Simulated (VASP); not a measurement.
# WC (Qusongite) (P-6m2) in VASP: further runs, part 2 of 2

VASP 6.6.1. Earlier steps stand in the parts before.

### 5 Single point, PBE

This run uses another cell than the first one, of the same volume but with other edges.

Input file INCAR:

```
ALGO     = Normal         # electronic algorithm
EDIFF    = 1E-6           # SCF threshold, eV
ENCUT    = 520            # plane-wave cutoff, eV
GGA      = PE             # functional
ISIF     = 2              # what is computed and relaxed
ISMEAR   = 1              # smearing method
LASPH    = True           # aspherical terms in the spheres
LCHARG   = True           # write CHGCAR
LELF     = True           # ELF
LREAL    = False          # projectors in reciprocal space
LVHAR    = True         
LWAVE    = False          # write WAVECAR
NBANDS   = 16             # bands
NELM     = 60             # most SCF steps
PREC     = Accurate       # precision mode
SIGMA    = 0.1            # smearing width, eV
```

Input file KPOINTS:

```
k-points
0
Gamma
  14 14 12
```

Input file POSCAR:

```
WC
1.0
    2.9500975000      0.0000000000      0.0000000000
   -1.4750487500      2.5548595450      0.0000000000
    0.0000000000      0.0000000000      2.7533791162
W C
1 1
Direct
    0.0000000000      0.0000000000      0.0000000000
    0.6666666667      0.3333333333      0.5000000000
```

Potentials or basis: VASP PAW PBE potentials, release 64 (W_sv, C).

On the command line:

```bash
> cat potpaw_PBE.64/W_sv/POTCAR potpaw_PBE.64/C/POTCAR > POTCAR
> mpirun -np 1 vasp_std > vasp.out
```

OUTCAR:

```text
EDIFF = 1E-6
   ENCUT = 520
   GGA = PE
   ISIF = 2
   ISMEAR = 1
   LASPH = True
   LREAL = False
   NELM = 60
   PREC = Accurate

 ion  position               nearest neighbor table
   1  0.000  0.000  0.000-   2 2.19   2 2.19   2 2.19   2 2.19   2 2.19   2 2.19
   2  0.667  0.333  0.500-   1 2.19   1 2.19   1 2.19   1 2.19   1 2.19   1 2.19

  LATTYP: Found a hexagonal cell.
 ALAT       =     2.9500975000
 C/A-ratio  =     0.9333180060

  Lattice vectors:

 A1 = (   2.9500975000,   0.0000000000,   0.0000000000)
 A2 = (  -1.4750487500,   2.5548595450,   0.0000000000)
 A3 = (   0.0000000000,   0.0000000000,   2.7533791162)

Analysis of symmetry for initial positions (statically):
=====================================================================
 Subroutine PRICEL returns:
 Original cell was already a primitive cell.

 Routine SETGRP: Setting up the symmetry group for a
 hexagonal supercell.

 Subroutine GETGRP returns: Found 12 space group operations
 (whereof 12 operations were pure point group operations)
 out of a pool of 24 trial point group operations.

The static configuration has the point symmetry D_3h.

Analysis of symmetry for dynamics (positions and initial velocities):
=====================================================================
 Subroutine PRICEL returns:
 Original cell was already a primitive cell.

 Routine SETGRP: Setting up the symmetry group for a
 hexagonal supercell.

 Subroutine GETGRP returns: Found 12 space group operations
 (whereof 12 operations were pure point group operations)
 out of a pool of 24 trial point group operations.

The dynamic configuration has the point symmetry D_3h.

 Subroutine INISYM returns: Found 12 space group operations
 (whereof 12 operations are pure point group operations),
[... 105 lines left out ...]
   TEBEG  =    0.0;   TEEND  =   0.0 temperature during run
   PSTRESS=    0.0 pullay stress
   NELECT =      18.0000    total number of electrons
   NUPDOWN=      -1.0000    fix difference up-down
   EMIN   =  10.00;   EMAX   =-10.00  energy-range for DOS
   EFERMI =   0.00;   METHOD = LEGACY
   ISMEAR =     1;   SIGMA  =   0.10  broadening in eV -4-tet -1-fermi 0-gaus
   EFERMI_NEDOS =   21; number of points for ismear=-14 and -15
   IALGO  =     38    algorithm
   IMIX   =      4    mixing-type and parameters
     AMIX     =   0.40;   BMIX     =  1.00
     AMIX_MAG =   1.60;   BMIX_MAG =  1.00
  volume/ion in A,a.u.               =      10.38        70.02
  Fermi-wavevector in a.u.,A,eV,Ry     =   1.561262  2.950358 33.164743  2.437540
  Thomas-Fermi vector in A             =   2.664353
   LORBIT       =      0    0 simple, 1 ext, 2 COOP (PROOUT), +10 PAW based schemes
   GGA     = PE    functional components
   LHFCALC =     F    Hartree Fock is set to
   AEXX    =    0.0000 exact exchange contribution
   IVDW    =     0    specifies the selected vdW correction
   LEPSILON=     F    determine dielectric tensor
   LRPA    =     F    only Hartree local field effects (RPA)
 non-spin polarized calculation
 Methfessel and Paxton  Order N= 1 SIGMA  =   0.10
  energy-cutoff  :      520.00
  volume of cell :       20.75
 maximum number of plane-waves:       587
 NGX is ok and might be reduce to    24

 number of electron      18.0000006 magnetization

 Free energy of the ion-electron system (eV)
  ---------------------------------------------------
  ext. energy  EPLUGINS =         0.00000000
  ---------------------------------------------------
  free energy    TOTEN  =       -22.37686591 eV

  energy without entropy =      -22.37667981  energy(sigma->0) =      -22.37680388

 E-fermi :  11.0848     XC(G=0): -13.7876

 val. band max:       11.0784251206   @ k =   0.0714   0.0714   0.3333
 cond. band min:      11.0862973464   @ k =   0.4286   0.0714   0.4167
 fundamental gap:      0.0078722258
 Fermi energy:        11.0847732662

 k-point     1 :       0.0000    0.0000    0.0000
  band No.  band energies     occupation
      1     -62.9017      2.00000
      2     -26.8440      2.00000
      3     -26.8440      2.00000
      4     -26.7724      2.00000
      5      -3.3896      2.00000
      6       6.8006      2.00000
[... 433 lines left out ...]
      3     -27.2846      2.00000
      4     -26.6688      2.00000
      5       0.4704      2.00000
      6       4.3575      2.00000
[... 8 lines left out ...]
     15      26.1285      0.00000
     16      27.1106      0.00000

 [... further k-points ...]
[... 5 lines left out ...]
  --------------------------------------------------------------------------------------
  -------------------------------------------------------------------------------------
  Total       -0.2400364     -0.2400365      4.0585248      0.0000000     -0.0000000      0.0000000
  in kB      -18.5318303    -18.5318327    313.3353373      0.0000000     -0.0000000      0.0000000
  external PRESSURE =      92.0905581 kB  Pullay stress =       0.0000000 kB

 VOLUME and BASIS-vectors are now :
 -----------------------------------------------------------------------------
  energy-cutoff  :      520.00
  volume of cell :       20.75
      direct lattice vectors                 reciprocal lattice vectors
     2.950097500  0.000000000  0.000000000     0.338971848  0.195705475  0.000000000
    -1.475048750  2.554859545  0.000000000     0.000000000  0.391410949  0.000000000
     0.000000000  0.000000000  2.753379116     0.000000000  0.000000000  0.363190087

 POSITION                                       TOTAL-FORCE (eV/Angst)
 -----------------------------------------------------------------------------------
      0.00000      0.00000      0.00000        -0.000000     -0.000000      0.000000
      1.47505      0.85162      1.37669         0.000000      0.000000      0.000000
 -----------------------------------------------------------------------------------
    total drift:                               -0.000000      0.000001      0.000000

  FREE ENERGIE OF THE ION-ELECTRON SYSTEM (eV)
  ---------------------------------------------------
  free  energy   TOTEN  =       -22.3768659098 eV

  energy  without entropy=      -22.3766798089  energy(sigma->0) =      -22.37680388
```

OSZICAR:

```text
N       E                     dE             d eps       ncg     rms          rms(c)
DAV:   1     0.111155607960E+03    0.11116E+03   -0.94192E+03  5392   0.125E+03
DAV:   2    -0.221823386191E+02   -0.13334E+03   -0.12905E+03  6392   0.338E+02
DAV:   3    -0.254560218311E+02   -0.32737E+01   -0.32624E+01  5968   0.504E+01
DAV:   4    -0.254729751872E+02   -0.16953E-01   -0.16953E-01  7016   0.409E+00
DAV:   5    -0.254731001194E+02   -0.12493E-03   -0.12493E-03  5944   0.332E-01    0.328E+01
DAV:   6    -0.224529669697E+02    0.30201E+01   -0.57924E+00  6432   0.258E+01    0.872E+00
DAV:   7    -0.224042601242E+02    0.48707E-01   -0.40695E-01  5544   0.495E+00    0.631E+00
DAV:   8    -0.223781386646E+02    0.26121E-01   -0.59397E-02  5952   0.209E+00    0.114E+00
DAV:   9    -0.223769103640E+02    0.12283E-02   -0.29377E-03  5864   0.426E-01    0.115E-01
DAV:  10    -0.223768686590E+02    0.41705E-04   -0.29890E-04  6408   0.194E-01    0.643E-02
DAV:  11    -0.223768667475E+02    0.19114E-05   -0.17616E-05  6072   0.370E-02    0.111E-02
DAV:  12    -0.223768659098E+02    0.83775E-06   -0.34742E-06  5864   0.158E-02
   1 F= -.22376866E+02 E0= -.22376804E+02  d E =-.186101E-03
```

stdout:

```text
POSCAR found type information on POSCAR W C
 POSCAR found :  2 types and       2 ions
 scaLAPACK will be used
 LDA part: xc-table for (Slater+PW92), standard interpolation
 POSCAR, INCAR and KPOINTS ok, starting setup
 FFT: planning ... GRIDC
 FFT: planning ... GRID_SOFT
 FFT: planning ... GRID
 WAVECAR not read
 entering main loop
```

It took 22 s on 1 thread of AMD EPYC 9R45 (Zen 5), shared host; peak memory 0.15 GiB.

Results:

| Property | Result |
| --- | --- |
| Free energy | -22.3769 eV |
| Pressure | 9.2 GPa |
| Band gap on the k mesh | zero (band 9 reaches 11.65 eV, above the bottom of band 10 at 10.54 eV) |

Levels at points of the mesh, in eV from the Fermi level:
| k point | band 7 | band 8 | band 9 | band 10 | band 11 | band 12 |
| --- | --- | --- | --- | --- | --- | --- |
| (0.00, 0.00, 0.00) | -3.65 | -3.65 | 0.54 | 3.36 | 3.36 | 5.81 |
| (0.50, 0.00, 0.00) | -3.59 | -3.09 | -0.76 | 2.57 | 4.25 | 4.39 |
| (0.00, 0.00, 0.50) | -2.44 | -2.44 | -0.54 | -0.54 | 4.29 | 4.29 |
| (0.50, 0.00, 0.50) | -4.63 | -4.06 | 0.38 | 4.18 | 5.54 | 6.62 |

Caveat: spin-orbit coupling is left out, which moves the levels of the heavy elements.

### 6 Single point, PBE

This run uses another cell than the first one, of the same volume but with other edges.

Input file INCAR:

```
ALGO = Normal
EDIFF = 1E-7
ENCUT = 520
GGA = PE
ISIF = 2
ISMEAR = 1
LASPH = T
LCHARG = F
LREAL = F
LWAVE = F
NBANDS = 16
NELM = 60
PREC = Accurate
SIGMA = 0.1
```

KPOINTS is that of step 5.

Input file POSCAR:

```
WC
1.0
    2.9936950000      0.0000000000      0.0000000000
   -1.4968475000      2.5926160900      0.0000000000
    0.0000000000      0.0000000000      2.6737675558
W C
1 1
Direct
    0.0000000000      0.0000000000      0.0000000000
    0.6666666667      0.3333333333      0.5000000000
```

Potentials or basis: VASP PAW PBE potentials, release 64 (W_sv, C).

On the command line:

```bash
> cat potpaw_PBE.64/W_sv/POTCAR potpaw_PBE.64/C/POTCAR > POTCAR
> mpirun -np 1 vasp_std > vasp.out
```

It took 23 s on 1 thread of AMD EPYC 9R45 (Zen 5), shared host; peak memory 0.14 GiB.

Results (log left out):

```yaml
Free_energy: -22.1875 eV
Pressure: 13.0 GPa
Band_gap_on_the_k_mesh: zero (band 9 reaches 12.12 eV, above the bottom of band 10 at 10.57 eV)
```

Stress tensor (GPa, compression positive):
```
-9.41  0.00  0.00
 0.00 -9.41  0.00
 0.00  0.00 57.72
```

Levels at points of the mesh, in eV from the Fermi level:
```csv
k point,band 7,band 8,band 9,band 10,band 11,band 12
"(0.00, 0.00, 0.00)",-4.02,-4.02,0.97,3.48,3.48,5.54
"(0.50, 0.00, 0.00)",-3.72,-2.57,-1.10,2.78,3.82,3.93
"(0.00, 0.00, 0.50)",-2.89,-2.89,-0.54,-0.54,4.00,4.00
"(0.50, 0.00, 0.50)",-4.98,-3.99,0.42,3.90,5.57,6.49
```

Caveat: spin-orbit coupling is left out, which moves the levels of the heavy elements.

### 7 The runs side by side

| cell | gap on the mesh (eV) | pressure (GPa) |
| --- | --- | --- |
| a = 2.819, b = 2.819, c = 3.015 Å, angles 90.0, 90.0, 120.0°, 2 atoms | none | 5.5 |
| a = 2.863, b = 2.863, c = 2.924 Å, angles 90.0, 90.0, 120.0°, 2 atoms | none | 5.4 |
| a = 2.906, b = 2.907, c = 2.837 Å, angles 90.0, 90.0, 120.0°, 2 atoms | none | 6.8 |
| a = 2.950, b = 2.950, c = 2.753 Å, angles 90.0, 90.0, 120.0°, 2 atoms | none | 9.2 |
| a = 2.994, b = 2.994, c = 2.674 Å, angles 90.0, 90.0, 120.0°, 2 atoms | none | 13.0 |

Alike in all rows: task single point; level PBE; potentials or basis VASP PAW PBE potentials, release 64 (W_sv, C); no spin polarisation; k mesh 14 × 14 × 12; cutoff (eV) 520; smearing methfessel-paxton 0.1 eV.

Caveats: spin-orbit coupling is left out, which moves the levels of the heavy elements.

Absolute energies hang on the potentials; compare differences alone.
